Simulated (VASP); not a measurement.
Here is a VASP 6.6.1 calculation.

The input INCAR:

```
SYSTEM = Ta
ALGO = Normal
EDIFF = 1E-6
ENCUT = 520
ISIF = 2
ISMEAR = -1
LASPH = .TRUE.
LCHARG = .TRUE.
LELF = .TRUE.
LREAL = .FALSE.
LVHAR = .TRUE.
LWAVE = .FALSE.
NBANDS = 30
NELM = 80
PREC = Accurate
SIGMA = 0.01
```

KPOINTS

```
k-points
0
G
  2 2 14
  0 0 0
```

The input POSCAR:

```
Ta
1.0
   22.7091110000      0.5677277750      0.5677277750
    0.5677277750     22.7091110000      0.5677277750
    0.0594320000      0.0594320000      2.3772800000
Ta
4
Direct
    0.3186290000      0.8186290000      0.0000000000
    0.6813710000      0.1813710000      0.0000000000
    0.1813710000      0.3186290000      0.0000000000
    0.8186290000      0.6813710000      0.0000000000
```

Potentials or basis: VASP PAW LDA potentials, release 64 (Ta_pv).

Run with:

```console
$ cat potpaw_LDA.64/Ta_pv/POTCAR > POTCAR
$ mpirun -np 1 vasp_std > vasp.out
```

**Question.** Predict the band gap on the k mesh.

**Answer.** Zero (bands 22 and 23 overlap by 2.61 eV).

Caveat: spin-orbit coupling is left out, which moves the levels of the heavy elements.
